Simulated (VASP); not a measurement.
# ZnO (P6_3mc) in VASP: notebook

Runs on ZnO. Level: LDA. Tasks: single point.

Program: VASP 6.6.1. These are calculated values, not measurements. Logs are shortened: lines on timing, memory, paths and dates and some standing lists are left out, and cuts for length are marked.

## (1) The cell of the first run

Symmetry: P6_3mc, No. 186, hexagonal system. The conventional cell has a = 3.231 Å, b = 3.231 Å, c = 5.216 Å, α = 90.00°, β = 90.00°, γ = 120.00°. Within 2.5 Å of Zn (site symmetry 3m) lie 4 O at 1.88 to 2.36 Å. Within 2.5 Å of O (site symmetry 3m) lie 4 Zn at 1.88 to 2.36 Å.

## (2) Single point, LDA (atoms displaced along a vibrational mode)

INCAR

```
SYSTEM = ZnO
ALGO = Normal
EDIFF = 1E-6
ENCUT = 520
ISIF = 2
ISMEAR = 0
LASPH = .TRUE.
LCHARG = .FALSE.
LREAL = .FALSE.
LWAVE = .FALSE.
NBANDS = 26
NELM = 60
PREC = Accurate
SIGMA = 0.01
```

KPOINTS

```
k-points
0
G
  9 9 6
  0 0 0
```

POSCAR

```
ZnO
1.0
    3.2309097002      0.0000000000      0.0000000000
   -1.6154548501      2.7980498777      0.0000000000
    0.0000000000      0.0000000000      5.2156080707
Zn O
2 2
Direct
    0.3333333333      0.6666666667     -0.0347880078
    0.6666666667      0.3333333333      0.4652119922
    0.3333333333      0.6666666667      0.4167880078
    0.6666666667      0.3333333333      0.9167880078
```

Potentials or basis: VASP PAW LDA potentials, release 64 (Zn, O).

Launch:

```bash
$ cat potpaw_LDA.64/Zn/POTCAR potpaw_LDA.64/O/POTCAR > POTCAR
$ mpirun -np 1 vasp_std > vasp.out
```

OUTCAR:

```text
SYSTEM = ZnO
   EDIFF = 1E-6
   ENCUT = 520
   ISIF = 2
   ISMEAR = 0
   LASPH = .TRUE.
   LREAL = .FALSE.
   NELM = 60
   PREC = Accurate

 ion  position               nearest neighbor table
   1  0.333  0.667  0.965-   4 1.88   4 1.88   4 1.88   3 2.36
   2  0.667  0.333  0.465-   3 1.88   3 1.88   3 1.88   4 2.36
   3  0.333  0.667  0.417-   2 1.88   2 1.88   2 1.88   1 2.36
   4  0.667  0.333  0.917-   1 1.88   1 1.88   1 1.88   2 2.36

  LATTYP: Found a hexagonal cell.
 ALAT       =     3.2309097002
 C/A-ratio  =     1.6142846921

  Lattice vectors:

 A1 = (   3.2309097002,   0.0000000000,   0.0000000000)
 A2 = (  -1.6154548501,   2.7980498777,   0.0000000000)
 A3 = (   0.0000000000,   0.0000000000,   5.2156080707)

Analysis of symmetry for initial positions (statically):
=====================================================================
 Subroutine PRICEL returns:
 Original cell was already a primitive cell.

 Routine SETGRP: Setting up the symmetry group for a
 hexagonal supercell.

 Subroutine GETGRP returns: Found 12 space group operations
 (whereof  6 operations were pure point group operations)
 out of a pool of 24 trial point group operations.

The static configuration has the point symmetry C_3v.
 The point group associated with its full space group is C_6v.

Analysis of symmetry for dynamics (positions and initial velocities):
=====================================================================
 Subroutine PRICEL returns:
 Original cell was already a primitive cell.

 Routine SETGRP: Setting up the symmetry group for a
 hexagonal supercell.

 Subroutine GETGRP returns: Found 12 space group operations
 (whereof  6 operations were pure point group operations)
 out of a pool of 24 trial point group operations.

The dynamic configuration has the point symmetry C_3v.
 The point group associated with its full space group is C_6v.

 Subroutine INISYM returns: Found 12 space group operations
 (whereof  6 operations are pure point group operations),
 and found     1 'primitive' translations

----------------------------------------------------------------------------------------

                                     Primitive cell

  volume of cell :      47.1504

  direct lattice vectors                    reciprocal lattice vectors
     3.230909700  0.000000000  0.000000000     0.309510352  0.178695885  0.000000000
    -1.615454850  2.798049878  0.000000000     0.000000000  0.357391771  0.000000000
     0.000000000  0.000000000  5.215608071     0.000000000  0.000000000  0.191732198

  length of vectors
     3.230909700  3.230909700  5.215608071     0.357391771  0.357391771  0.191732198

  position of ions in fractional coordinates (direct lattice)
     0.333333333  0.666666667  0.965211992
     0.666666667  0.333333333  0.465211992
     0.333333333  0.666666667  0.416788008
     0.666666667  0.333333333  0.916788008

  ion indices of the primitive-cell ions
   primitive index   ion index
                 1           1
                 2           2
                 3           3
                 4           4

----------------------------------------------------------------------------------------

 KPOINTS: k-points

Automatic generation of k-mesh.
 Grid dimensions read from file:
 generate k-points for:    9    9    6

 Generating k-lattice:

  Cartesian coordinates                     Fractional coordinates (reciprocal lattice)
     0.034390039  0.019855098  0.000000000     0.111111111  0.000000000  0.000000000
     0.000000000  0.039710197  0.000000000     0.000000000  0.111111111  0.000000000
     0.000000000  0.000000000  0.031955366     0.000000000  0.000000000  0.166666667

  Length of vectors
     0.039710197  0.039710197  0.031955366

  Shift w.r.t. Gamma in fractional coordinates (k-lattice)
     0.000000000  0.000000000  0.000000000

 Subroutine IBZKPT returns following result:
 ===========================================

 Found     48 irreducible k-points:

 Following reciprocal coordinates:
            Coordinates               Weight
  0.000000  0.000000  0.000000      1.000000
  0.111111  0.000000  0.000000      6.000000
  0.222222 -0.000000  0.000000      6.000000
  0.333333 -0.000000  0.000000      6.000000
  0.444444 -0.000000  0.000000      6.000000
  0.111111  0.111111  0.000000      6.000000
[... 16 lines left out ...]
  0.333333  0.222222  0.166667     24.000000
  0.333333  0.333333  0.166667      4.000000
 [... further k-points ...]
   k-points           NKPTS =     48   k-points in BZ     NKDIM =     48   number of bands    NBANDS=     26
   number of dos      NEDOS =    301   number of ions     NIONS =      4
   total plane-waves  NPLWV =  23040
   dimension x,y,z NGX =    24 NGY =   24 NGZ =   40
   dimension x,y,z NGXF=    48 NGYF=   48 NGZF=   80
   ions per type =               2   2
   NGX,Y,Z   is equivalent  to a cutoff of  12.35, 12.35, 12.75 a.u.
   NGXF,Y,Z  is equivalent  to a cutoff of  24.70, 24.70, 25.50 a.u.
 SYSTEM =  ZnO
   PREC   = accura    normal or accurate (medium, high low for compatibility)
   ISTART =      0    job   : 0-new  1-cont  2-samecut
   ICHARG =      2    charge: 1-file 2-atom 10-const
   ISPIN  =      1    spin polarized calculation?
   LNONCOLLINEAR =      F non collinear calculations
   LSORBIT =      F    spin-orbit coupling
   LASPH  =      T    aspherical Exc in radial PAW
   ENCUT  =  520.0 eV  38.22 Ry    6.18 a.u.   6.01  6.01  9.70*2*pi/ulx,y,z
   NELM   =     60;   NELMIN=  2; NELMDL= -5     # of ELM steps
   EDIFF  = 0.1E-05   stopping-criterion for ELM
   LREAL  =      F    real-space projection
   EDIFFG = 0.1E-04   stopping-criterion for IOM
   NSW    =      0    number of steps for IOM
   IBRION =     -1    ionic relax: 0-MD 1-quasi-New 2-CG
   NFREE  =      0    steps in history (QN), initial steepest desc. (CG)
   ISIF   =      2    stress and relaxation
   ISYM   =      2    0-nonsym 1-usesym 2-fastsym
   POTIM  = 0.5000    time-step for ionic-motion
   TEBEG  =    0.0;   TEEND  =   0.0 temperature during run
   PSTRESS=    0.0 pullay stress
   NELECT =      36.0000    total number of electrons
   NUPDOWN=      -1.0000    fix difference up-down
   EMIN   =  10.00;   EMAX   =-10.00  energy-range for DOS
   EFERMI =   0.00;   METHOD = LEGACY
   ISMEAR =     0;   SIGMA  =   0.01  broadening in eV -4-tet -1-fermi 0-gaus
   EFERMI_NEDOS =   21; number of points for ismear=-14 and -15
   IALGO  =     38    algorithm
   IMIX   =      4    mixing-type and parameters
     AMIX     =   0.40;   BMIX     =  1.00
     AMIX_MAG =   1.60;   BMIX_MAG =  1.00
  volume/ion in A,a.u.               =      11.79        79.55
  Fermi-wavevector in a.u.,A,eV,Ry     =   1.496284  2.827566 30.461604  2.238865
  Thomas-Fermi vector in A             =   2.608320
   LORBIT       =      0    0 simple, 1 ext, 2 COOP (PROOUT), +10 PAW based schemes
   GGA     = CA    functional components
   LHFCALC =     F    Hartree Fock is set to
   AEXX    =    0.0000 exact exchange contribution
   IVDW    =     0    specifies the selected vdW correction
   LEPSILON=     F    determine dielectric tensor
   LRPA    =     F    only Hartree local field effects (RPA)
 non-spin polarized calculation
 Gauss-broadening in eV      SIGMA  =   0.01
  energy-cutoff  :      520.00
  volume of cell :       47.15
 maximum number of plane-waves:      1290
   NGX = 13   NGY = 13   NGZ = 19

 number of electron      36.0000033 magnetization

 Free energy of the ion-electron system (eV)
  ---------------------------------------------------
  ext. energy  EPLUGINS =         0.00000000
  ---------------------------------------------------
  free energy    TOTEN  =       -20.75539365 eV

  energy without entropy =      -20.75539365  energy(sigma->0) =      -20.75539365

 E-fermi :   1.1700     XC(G=0): -11.4988

 val. band max:        1.1100254173   @ k =   0.0000   0.0000   0.0000
 cond. band min:       1.9661315491   @ k =   0.0000   0.0000   0.0000
 fundamental gap:      0.8561061318
 Fermi energy:         1.1700222344

 k-point     1 :       0.0000    0.0000    0.0000
  band No.  band energies     occupation
      1     -17.0167      2.00000
      2     -16.3028      2.00000
      3      -5.2843      2.00000
      4      -5.2843      2.00000
      5      -5.2724      2.00000
      6      -5.2724      2.00000
[... 18 lines left out ...]
     25      14.8346      0.00000
     26      15.3179      0.00000

 k-point     2 :       0.1111    0.0000    0.0000
  band No.  band energies     occupation
      1     -16.9396      2.00000
      2     -16.2605      2.00000
      3      -5.3395      2.00000
      4      -5.2878      2.00000
      5      -5.2158      2.00000
      6      -5.1789      2.00000
[... 18 lines left out ...]
     25      14.8766      0.00000
     26      15.2146      0.00000

 k-point     3 :       0.2222   -0.0000    0.0000
  band No.  band energies     occupation
      1     -16.7337      2.00000
      2     -16.1572      2.00000
      3      -5.4499      2.00000
      4      -5.2785      2.00000
      5      -5.0019      2.00000
      6      -4.9458      2.00000
[... 18 lines left out ...]
     25      14.4331      0.00000
     26      16.0439      0.00000

 k-point     4 :       0.3333   -0.0000    0.0000
  band No.  band energies     occupation
      1     -16.4725      2.00000
      2     -16.0547      2.00000
      3      -5.4845      2.00000
      4      -5.1973      2.00000
      5      -4.7001      2.00000
      6      -4.6569      2.00000
[... 18 lines left out ...]
     25      14.9947      0.00000
     26      16.1024      0.00000
[... 496 lines left out ...]
      1     -16.3239      2.00000
      2     -16.0406      2.00000
      3      -5.2906      2.00000
      4      -5.1251      2.00000
      5      -4.6734      2.00000
      6      -4.5972      2.00000
[... 18 lines left out ...]
     25      12.7633      0.00000
     26      15.9990      0.00000

 k-point    23 :       0.3333    0.2222    0.1667
  band No.  band energies     occupation
      1     -16.1585      2.00000
      2     -16.0188      2.00000
      3      -5.0371      2.00000
      4      -4.9342      2.00000
      5      -4.5323      2.00000
      6      -4.4611      2.00000
[... 18 lines left out ...]
     25      13.2547      0.00000
     26      15.2225      0.00000

 k-point    24 :       0.3333    0.3333    0.1667
  band No.  band energies     occupation
      1     -16.0569      2.00000
      2     -16.0569      2.00000
      3      -4.7763      2.00000
      4      -4.7763      2.00000
      5      -4.4502      2.00000
      6      -4.3881      2.00000
[... 18 lines left out ...]
     25      13.9189      0.00000
     26      15.5405      0.00000

 [... further k-points ...]

------------------------ aborting loop because EDIFF is reached ----------------------------------------

  FORCE on cell =-STRESS in cart. coord.  units (eV):
  Direction    XX          YY          ZZ          XY          YZ          ZX
  --------------------------------------------------------------------------------------
  -------------------------------------------------------------------------------------
  Total        1.4954497      1.4954497     -2.4724170      0.0000000      0.0000000     -0.0000000
  in kB       50.8156119     50.8156119    -84.0131153      0.0000000      0.0000000     -0.0000000
  external PRESSURE =       5.8727028 kB  Pullay stress =       0.0000000 kB

 VOLUME and BASIS-vectors are now :
 -----------------------------------------------------------------------------
  energy-cutoff  :      520.00
  volume of cell :       47.15
      direct lattice vectors                 reciprocal lattice vectors
     3.230909700  0.000000000  0.000000000     0.309510352  0.178695885  0.000000000
    -1.615454850  2.798049878  0.000000000     0.000000000  0.357391771  0.000000000
     0.000000000  0.000000000  5.215608071     0.000000000  0.000000000  0.191732198

 POSITION                                       TOTAL-FORCE (eV/Angst)
 -----------------------------------------------------------------------------------
     -0.00000      1.86537      5.03417        -0.000000     -0.000000      0.532637
      1.61545      0.93268      2.42636         0.000000      0.000000      0.532637
     -0.00000      1.86537      2.17380        -0.000000     -0.000000     -0.532637
      1.61545      0.93268      4.78161         0.000000     -0.000000     -0.532637
 -----------------------------------------------------------------------------------
    total drift:                               -0.000001     -0.000002      0.003320

  FREE ENERGIE OF THE ION-ELECTRON SYSTEM (eV)
  ---------------------------------------------------
  free  energy   TOTEN  =       -20.7553936492 eV

  energy  without entropy=      -20.7553936492  energy(sigma->0) =      -20.75539365
```

It took 45 s on 1 thread of AMD EPYC 7R13 (Zen 3), shared host; peak memory 0.14 GiB.

What came out:

```
Free energy            : -20.7554 eV
Pressure               : 0.6 GPa
Largest force          : 0.533 eV/Å
Band gap on the k mesh : 0.86 eV
```

Forces on the atoms (eV/Å):
```
Zn   0.000  0.000  0.533
Zn   0.000  0.000  0.533
O    0.000  0.000 -0.533
O    0.000  0.000 -0.533
```

Caveat: the cell differs from its parent crystal (atoms displaced along a vibrational mode); an odd mesh through Γ misses points on the zone boundary, where band edges can lie.

## (3) Single point, LDA (atoms displaced along a vibrational mode)

INCAR

```
ALGO = Normal
EDIFF = 1E-7
ENCUT = 520
ISIF = 2
ISMEAR = 0
LASPH = True
LCHARG = False
LREAL = False
LWAVE = False
NBANDS = 26
NELM = 100
PREC = Accurate
SIGMA = 0.01
```

KPOINTS

```
k-points
0
Gamma
  9 9 6
```

POSCAR

```
ZnO
1.0
    3.2309097002      0.0000000000      0.0000000000
   -1.6154548501      2.7980498777      0.0000000000
    0.0000000000      0.0000000000      5.2156080707
Zn O
2 2
Direct
    0.3333333333      0.6666666667     -0.0438675048
    0.6666666667      0.3333333333      0.4561324952
    0.3333333333      0.6666666667      0.4258675048
    0.6666666667      0.3333333333      0.9258675048
```

Potentials or basis: VASP PAW LDA potentials, release 64 (Zn, O).

Launch:

```bash
$ cat potpaw_LDA.64/Zn/POTCAR potpaw_LDA.64/O/POTCAR > POTCAR
$ mpirun -np 1 vasp_std > vasp.out
```

OUTCAR:

```text
EDIFF = 1E-7
   ENCUT = 520
   ISIF = 2
   ISMEAR = 0
   LASPH = True
   LREAL = False
   NELM = 100
   PREC = Accurate

 ion  position               nearest neighbor table
   1  0.333  0.667  0.956-   4 1.87   4 1.87   4 1.87   3 2.45
   2  0.667  0.333  0.456-   3 1.87   3 1.87   3 1.87   4 2.45
   3  0.333  0.667  0.426-   2 1.87   2 1.87   2 1.87   1 2.45
   4  0.667  0.333  0.926-   1 1.87   1 1.87   1 1.87   2 2.45

  LATTYP: Found a hexagonal cell.
 ALAT       =     3.2309097002
 C/A-ratio  =     1.6142846921

  Lattice vectors:

 A1 = (   3.2309097002,   0.0000000000,   0.0000000000)
 A2 = (  -1.6154548501,   2.7980498777,   0.0000000000)
 A3 = (   0.0000000000,   0.0000000000,   5.2156080707)

Analysis of symmetry for initial positions (statically):
=====================================================================
 Subroutine PRICEL returns:
 Original cell was already a primitive cell.

 Routine SETGRP: Setting up the symmetry group for a
 hexagonal supercell.

 Subroutine GETGRP returns: Found 12 space group operations
 (whereof  6 operations were pure point group operations)
 out of a pool of 24 trial point group operations.
[... 168 lines left out ...]

 E-fermi :   1.2639     XC(G=0): -11.4955

 val. band max:        1.1336853695   @ k =   0.0000   0.0000   0.0000
 cond. band min:       2.0088685893   @ k =   0.0000   0.0000   0.0000
 fundamental gap:      0.8751832198
 Fermi energy:         1.2638986244

 k-point     1 :       0.0000    0.0000    0.0000
  band No.  band energies     occupation
      1     -17.0413      2.00000
      2     -16.3359      2.00000
      3      -5.3749      2.00000
      4      -5.3749      2.00000
      5      -5.3420      2.00000
      6      -5.3420      2.00000
[... 685 lines left out ...]
     25      13.8781      0.00000
     26      15.5939      0.00000

 [... further k-points ...]

------------------------ aborting loop because EDIFF is reached ----------------------------------------

  FORCE on cell =-STRESS in cart. coord.  units (eV):
  Direction    XX          YY          ZZ          XY          YZ          ZX
  --------------------------------------------------------------------------------------
  -------------------------------------------------------------------------------------
  Total        1.9351702      1.9351702     -2.2462183      0.0000000     -0.0000000      0.0000000
  in kB       65.7573853     65.7573853    -76.3268468      0.0000000     -0.0000000      0.0000000
  external PRESSURE =      18.3959746 kB  Pullay stress =       0.0000000 kB

 VOLUME and BASIS-vectors are now :
 -----------------------------------------------------------------------------
  energy-cutoff  :      520.00
  volume of cell :       47.15
      direct lattice vectors                 reciprocal lattice vectors
     3.230909700  0.000000000  0.000000000     0.309510352  0.178695885  0.000000000
    -1.615454850  2.798049878  0.000000000     0.000000000  0.357391771  0.000000000
     0.000000000  0.000000000  5.215608071     0.000000000  0.000000000  0.191732198

 POSITION                                       TOTAL-FORCE (eV/Angst)
 -----------------------------------------------------------------------------------
     -0.00000      1.86537      4.98681        -0.000000     -0.000000      0.362617
      1.61545      0.93268      2.37901        -0.000000     -0.000000      0.362617
     -0.00000      1.86537      2.22116        -0.000000     -0.000000     -0.362617
      1.61545      0.93268      4.82896         0.000000      0.000000     -0.362617
 -----------------------------------------------------------------------------------
    total drift:                               -0.000001     -0.000002     -0.000009

  FREE ENERGIE OF THE ION-ELECTRON SYSTEM (eV)
  ---------------------------------------------------
  free  energy   TOTEN  =       -20.6698498415 eV

  energy  without entropy=      -20.6698498415  energy(sigma->0) =      -20.66984984
```

Wall time 54 s (1 thread of AMD EPYC 7R13 (Zen 3), shared host); peak memory 0.14 GiB.

What came out:

```yaml
Free_energy: -20.6698 eV
Pressure: 1.8 GPa
Largest_force: 0.363 eV/Å
Band_gap_on_the_k_mesh: 0.88 eV
```

Forces in eV/Å, atoms in the order of the input:
```
Zn   0.000  0.000  0.363
Zn   0.000  0.000  0.363
O    0.000  0.000 -0.363
O    0.000  0.000 -0.363
```

Caveat: the cell differs from its parent crystal (atoms displaced along a vibrational mode); an odd mesh through Γ misses points on the zone boundary, where band edges can lie.
